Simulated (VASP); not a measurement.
Crystal: Pd.

```
CELL_PARAMETERS angstrom
2.53000 0.00000 0.00000
0.00000 2.53000 0.00000
0.00000 0.00000 2.53000
ATOMIC_POSITIONS crystal
Pd 0.00000 0.00000 0.00000
```

This isn't the form of Pd at room conditions, which is fcc.

```yaml
Program: VASP 6.6.1
Task: relaxation of cell and atoms
Functional: PBEsol
Potentials_or_basis: VASP PAW PBE potentials, release 64 (Pd)
Cutoff: 500 eV
k_mesh: 10 × 10 × 10
Occupations: fermi-dirac, width 0.05 eV
Spin: no spin polarisation
```

At the start: pressure 6.0 GPa; volume 16.19 Å³/atom.

Q: How do energy, volume and symmetry change on relaxing?

A: Over 3 steps the energy falls by 10.9 meV/atom and the volume is 16.81 Å³/atom (+3.8 %); space group Pm-3m (No. 221, to 0.1 Å) before and after.

Step by step:
```csv
step,energy change (eV),largest force (eV/Å),pressure (GPa),volume (Å³)
1,0.0000,0.0000,5.98,16.19
2,0.0067,0.0000,-6.31,17.65
3,-0.0109,0.0000,-0.05,16.81
```

Final structure:
```
CELL_PARAMETERS angstrom
2.56166 0.00000 0.00000
0.00000 2.56166 0.00000
0.00000 0.00000 2.56166
ATOMIC_POSITIONS crystal
Pd 0.00000 0.00000 0.00000
```

Caveat: the PAW data sets were made with another functional, which shifts forces and pressure a little.
